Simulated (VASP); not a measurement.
Here is a VASP 6.6.1 calculation.

The input INCAR:

```
SYSTEM = PbSe
PREC     = Accurate       ! precision mode
ENCUT    = 520            ! plane-wave cutoff, eV
EDIFF    = 1E-6           ! SCF threshold, eV
ISMEAR   = -1             ! smearing method
SIGMA    = 0.02           ! smearing width, eV
LREAL    = .False.        ! projectors in reciprocal space
LASPH    = .True.         ! aspherical terms in the spheres
NELM     = 80             ! most SCF steps
ALGO     = Normal         ! electronic algorithm
ISIF     = 2              ! what is computed and relaxed
LWAVE    = .False.        ! write WAVECAR
LCHARG   = .False.        ! write CHGCAR
GGA      = PE             ! functional
NBANDS   = 17             ! bands
```

The input KPOINTS:

```
regular mesh
0
Gamma
  8 8 8
  0 0 0
```

Contents of POSCAR:

```
PbSe
1.0
    0.0000000000      3.0887022180      3.0887022180
    3.0887022180      0.0000000000      3.0887022180
    3.0887022180      3.0887022180      0.0000000000
Pb Se
1 1
Direct
    0.0000000000      0.0000000000      0.0000000000
    0.5000000000      0.5000000000      0.5000000000
```

Potentials or basis: VASP PAW PBE potentials, release 64 (Pb_d, Se).

Command:

```bash
$ cat potpaw_PBE.64/Pb_d/POTCAR potpaw_PBE.64/Se/POTCAR > POTCAR
$ mpirun -np 1 vasp_std > vasp.out
```

**Question.** What does it give for the band gap on the k mesh?

**Answer.** 0.38 eV, direct.

**Question.** Predict the pressure.

**Answer.** 0.9 GPa.

Caveat: spin-orbit coupling is left out, which moves the levels of the heavy elements. A k mesh can miss the band edges.
